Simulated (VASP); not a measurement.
## SiW3: single point with PBE

Crystal: SiW3.

```
Si W
1.0
     0.00000    3.12137    3.12137
     3.12137    0.00000    3.12137
     3.12137    3.12137    0.00000
Si W
1 3
Direct
  0.00000 0.00000 0.00000
  0.25000 0.25000 0.25000
  0.75000 0.75000 0.75000
  0.50000 0.50000 0.50000
```

| Property | Result |
| --- | --- |
| Program | VASP 6.6.1 |
| Task | single point |
| Functional | PBE |
| Potentials or basis | VASP PAW PBE potentials, release 64 (Si, W_sv) |
| Cutoff | 520 eV |
| k mesh | 14 × 14 × 14 |
| Occupations | gaussian, width 0.1 eV |
| Spin | no spin polarisation |

The pressure is 0.4 GPa and the band gap on the k mesh is zero (band 23 reaches 13.04 eV, above the bottom of band 24 at 10.49 eV).

Levels at points of the mesh, in eV from the Fermi level:
| k point | band 21 | band 22 | band 23 | band 24 | band 25 | band 26 |
| --- | --- | --- | --- | --- | --- | --- |
| (0.00, 0.00, 0.00) | -2.14 | -0.07 | 1.73 | 1.73 | 1.73 | 2.82 |
| (0.50, 0.00, 0.00) | -1.83 | -1.38 | -0.66 | -0.66 | 1.98 | 1.98 |
| (0.50, 0.50, 0.00) | -2.58 | -1.07 | 0.19 | 0.19 | 1.13 | 1.87 |

It took 2.6 min on 1 thread of Intel(R) Xeon(R) Platinum 8259CL CPU @ 2.50GHz (Skylake/Cascade Lake), with other jobs on the host, peak memory 0.3 GiB.

Caveat: spin-orbit coupling is left out, which moves the levels of the heavy elements.
